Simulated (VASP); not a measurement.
**Ba: single point with PBEsol**

The system is Ba.

```xyz
4
Lattice="3.4300 -5.8132 0.0000 3.4300 5.8132 0.0000 0.0000 0.0000 6.8691" Properties=species:S:1:pos:R:3 pbc="T T T"
Ba    3.4300    4.0402    0.5392
Ba    3.4300   -1.7730    2.8953
Ba    3.4300   -4.0402    6.3299
Ba    3.4300    1.7730    3.9738
```

```json
{"Program": "VASP 6.6.1", "Task": "single point", "Functional": "PBEsol", "Potentials or basis": "VASP PAW PBE potentials, release 64 (Ba_sv)", "Cutoff": "520 eV", "k mesh": "4 × 4 × 4", "Occupations": "gaussian, width 0.1 eV", "Spin": "no spin polarisation"}
```

The pressure is -0.3 GPa. The largest force is 0.067 eV/Å and the band gap on the k mesh is zero (bands 20 and 21 overlap by 0.18 eV).

Forces in eV/Å, atoms in the order of the input:
```
Ba   0.000 -0.067 -0.007
Ba   0.000 -0.067  0.007
Ba   0.000  0.067  0.007
Ba   0.000  0.067 -0.007
```

Stress tensor (GPa, compression positive):
```
-0.67  0.00  0.00
 0.00  0.37  0.00
 0.00  0.00 -0.74
```

Levels at points of the mesh, in eV from the Fermi level:
| k point | band 18 | band 19 | band 20 | band 21 | band 22 | band 23 |
| --- | --- | --- | --- | --- | --- | --- |
| (0.00, 0.00, 0.00) | -0.25 | -0.20 | -0.11 | 0.32 | 0.42 | 0.81 |
| (0.50, 0.00, 0.00) | -1.08 | -0.18 | -0.18 | 0.21 | 0.21 | 0.66 |
| (0.50, 0.50, 0.00) | -0.87 | -0.59 | -0.02 | 0.14 | 0.14 | 0.31 |
| (0.00, 0.00, 0.50) | -1.40 | 0.05 | 0.05 | 0.23 | 0.23 | 0.55 |
| (0.50, 0.00, 0.50) | -0.83 | -0.35 | -0.35 | 0.01 | 0.01 | 0.87 |
| (0.50, 0.50, 0.50) | -0.69 | -0.17 | -0.17 | 0.23 | 0.23 | 0.40 |

Wall time 2.7 min on 1 thread of Intel(R) Xeon(R) Platinum 8488C (Sapphire Rapids), on a shared host, peak memory 0.4 GiB.

Caveat: the PAW data sets were made with another functional, which shifts forces and pressure a little; spin-orbit coupling is left out, which moves the levels of the heavy elements.
